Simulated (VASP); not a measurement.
The system is HfIn4SiO6.

```
CELL_PARAMETERS angstrom
2.71585 -4.70357 0.00833
2.71585 4.70357 0.00833
-1.87915 0.00000 7.40127
ATOMIC_POSITIONS crystal
Hf 0.78835 0.21165 0.00000
In 0.62175 0.37825 0.50000
In 0.45502 0.54498 0.00000
In 0.28407 0.71593 0.50000
In 0.95814 0.04186 0.50000
Si 0.12168 0.87832 0.00000
O 0.06219 0.11415 0.86666
O 0.88585 0.93781 0.13334
O 0.79490 0.53784 0.86663
O 0.46216 0.20510 0.13337
O 0.15352 0.62879 0.13333
O 0.37121 0.84648 0.86667
```

```yaml
Program: VASP 6.6.1
Task: relaxation of cell and atoms
Functional: PBE
Dispersion: D3(BJ)
Potentials_or_basis: VASP PAW PBE potentials, release 64 (Hf_pv, In_d, Si, O)
Cutoff: 600 eV
k_mesh: 4 × 4 × 3
Occupations: fermi-dirac, width 0.05 eV
Spin: no spin polarisation
```

At the start: pressure -3.3 GPa; volume 15.77 Å³/atom.

Task: How do energy, volume and symmetry change on relaxing?

Result: Over 11 steps the energy falls by 6.5 meV/atom and the volume is 15.16 Å³/atom (-3.9 %); space group C2 (No. 5, to 0.1 Å) before and after.

The path:
| step | energy change (eV) | largest force (eV/Å) | pressure (GPa) | volume (Å³) |
| --- | --- | --- | --- | --- |
| 1 | 0.0000 | 0.1721 | -3.26 | 189.24 |
| 2 | -0.0162 | 0.5143 | 2.91 | 180.58 |
| 3 | -0.0529 | 0.2592 | -0.03 | 184.43 |
| 4 | -0.0682 | 0.1226 | -0.05 | 183.45 |
| 5 | -0.0743 | 0.0820 | -0.02 | 182.32 |
| 6 | -0.0779 | 0.0183 | 0.01 | 181.95 |
| 7 | -0.0779 | 0.0208 | 0.01 | 181.88 |
| 8 | -0.0779 | 0.0216 | 0.02 | 181.86 |
| 9 | -0.0780 | 0.0210 | 0.01 | 181.87 |
| 10 | -0.0780 | 0.0120 | 0.02 | 181.91 |
| 11 | -0.0780 | 0.0090 | 0.04 | 181.92 |

Final structure:
```xyz
12
Lattice="2.6918 -4.6617 0.0090 2.6918 4.6617 0.0090 -1.8601 0.0000 7.2425" Properties=species:S:1:pos:R:3 pbc="T T T"
Hf    2.6918   -2.6877    0.0090
In    1.7617   -1.1281    3.6303
In    2.6918    0.4201    0.0090
In    1.7617    2.0000    3.6303
In    1.7617   -4.2659    3.6303
Si    2.6918    3.5276    0.0090
O    -1.1453    0.2455    6.2538
O     4.6687    0.2455    1.0067
O     1.9756   -1.2079    6.2641
O     1.5479   -1.2079    0.9964
O     1.8497    2.2213    0.9964
O     1.6737    2.2213    6.2641
```
